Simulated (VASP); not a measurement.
Set up this calculation in VASP 6.6.1, as the native input.

```yaml
Task: single point
Functional: LDA
Potentials_or_basis: VASP PAW LDA potentials, release 64 (Si)
Cutoff: 520 eV
k_mesh: 28 × 28 × 28
Occupations: gaussian, width 0.15 eV
Spin: no spin polarisation
Dipole_correction: no
Further_INCAR_settings: ALGO = Normal; EDIFF = 1e-06; NBANDS = 11
```

The structure of Si lies in POSCAR:

```
Si
1.0
   -2.3439826799      2.3439826799      1.3484544529
    2.3439826799     -2.3439826799      1.3484544529
    2.3439826799      2.3439826799     -1.3484544529
Si
2
Direct
    0.2500000000      0.7500000000      0.5000000000
    0.5000000000      0.5000000000      0.0000000000
```

This cell differs from its parent crystal: ratio of the length along z to the lengths across it x 1.05, volume and fractional coordinates fixed.

These files were run (other wordings do the same):

INCAR

```
SYSTEM = Si
PREC = Accurate ; ENCUT = 520
EDIFF = 1E-6 ; ISMEAR = 0
SIGMA = 0.15 ; LREAL = .False.
LASPH = .True. ; NELM = 80
ALGO = Normal ; ISIF = 2
LWAVE = .False. ; LCHARG = .False.
GGA = CA ; NBANDS = 11
```

KPOINTS

```
Automatic mesh
0
Gamma
  28 28 28
  0 0 0
```

Potentials or basis: VASP PAW LDA potentials, release 64 (Si).

Launch:

```console
$ cat potpaw_LDA.64/Si/POTCAR > POTCAR
$ mpirun -np 1 vasp_std > vasp.out
```

Results of the run:

```
Pressure               : 0.8 GPa
Band gap on the k mesh : zero (bands 4 and 5 overlap by 7.22 eV)
```

Wall time 6.2 min on 1 thread of Intel Xeon 8259CL (shared host), peak memory 0.49 GiB.
